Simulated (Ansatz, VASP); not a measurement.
# HfSn3S8 in VASP and in Ansatz

INCAR

```
SYSTEM = HfSn3S8
ALGO = Normal
EDIFF = 1E-6
ENCUT = 520
GGA = PE
ISIF = 2
ISMEAR = 0
LASPH = .TRUE.
LCHARG = .FALSE.
LREAL = .FALSE.
LWAVE = .FALSE.
NBANDS = 62
NELM = 60
PREC = Accurate
SIGMA = 0.1
```

KPOINTS

```
k-points
0
G
  3 3 3
  0 0 0
```

File POSCAR:

```
HfSn3S8
1.0
    3.7350647991      2.1564406839      6.0479167941
   -3.7350647991      2.1564406839      6.0479167941
    0.0000000000     -4.3128813177      6.0479168119
Hf Sn S
1 3 8
Direct
    0.5000000000      0.5000000000      0.5000000000
    0.5000000000      0.0000000000      0.5000000000
    0.5000000000      0.5000000000      1.0000000000
    0.0000000000      0.5000000000      0.5000000000
    0.7464710000      0.7464710000      0.7464710000
    0.7450690000      0.2601020000      0.7450690000
    0.7450690000      0.7450690000      0.2601020000
    0.2601020000      0.7450690000      0.7450690000
    0.2535290000      0.2535290000      0.2535290000
    0.2549310000      0.7398980000      0.2549310000
    0.2549310000      0.2549310000      0.7398980000
    0.7398980000      0.2549310000      0.2549310000
```

Input for Ansatz:

```yaml
crystal:
  lattice:
    - [3.7350647991, 2.1564406839, 6.0479167941]
    - [-3.7350647991, 2.1564406839, 6.0479167941]
    - [0.0, -4.3128813177, 6.0479168119]
  atoms:
    - { symbol: Hf, position: [0.5, 0.5, 0.5] }
    - { symbol: Sn, position: [0.5, 0.0, 0.5] }
    - { symbol: Sn, position: [0.5, 0.5, 1.0] }
    - { symbol: Sn, position: [0.0, 0.5, 0.5] }
    - { symbol: S, position: [0.746471, 0.746471, 0.746471] }
    - { symbol: S, position: [0.745069, 0.260102, 0.745069] }
    - { symbol: S, position: [0.745069, 0.745069, 0.260102] }
    - { symbol: S, position: [0.260102, 0.745069, 0.745069] }
    - { symbol: S, position: [0.253529, 0.253529, 0.253529] }
    - { symbol: S, position: [0.254931, 0.739898, 0.254931] }
    - { symbol: S, position: [0.254931, 0.254931, 0.739898] }
    - { symbol: S, position: [0.739898, 0.254931, 0.254931] }
basis:
  ecutwfc: 420
kpoints:
  mp_grid: { grid: [3, 3, 3] }
hamiltonian:
  xc: pbe
scf:
  occupations: { method: gaussian, width: 0.1 }
  lower_state_search: "off"
output:
  forces: true
  stress: true
  eigenvalues: true
```

Alike in both runs: task single point; functional PBE; k mesh 3 × 3 × 3; occupations gaussian, width 0.1 eV; no spin polarisation.

|  | VASP | Ansatz |
| --- | --- | --- |
| version | VASP 6.6.1 | Ansatz 0.2.0 |
| potentials or method | VASP PAW PBE potentials, release 64 (Hf_pv, Sn_d, S), cutoff 520 eV | scalar-relativistic, plane waves, PAW |
| valence electrons in the cell | 100 | 116 |

```tsv
	VASP	Ansatz	Ansatz less VASP
gap on the k mesh at the Fermi level (eV)	0.73	0.72	-0.011
least direct gap on the mesh (eV)	0.80	0.79	-0.011
pressure (GPa)	-0.2	0.0	+0.23
rms of the force components (eV/Å)	0.020	0.005	-0.0145
```

Atom by atom the forces differ by 0.016 eV/Å (rms over components). VASP's potentials hold 100 valence electrons a cell and Ansatz's 116, so a difference there can come from the potentials and not from the codes.

Neither program's run includes spin-orbit coupling.
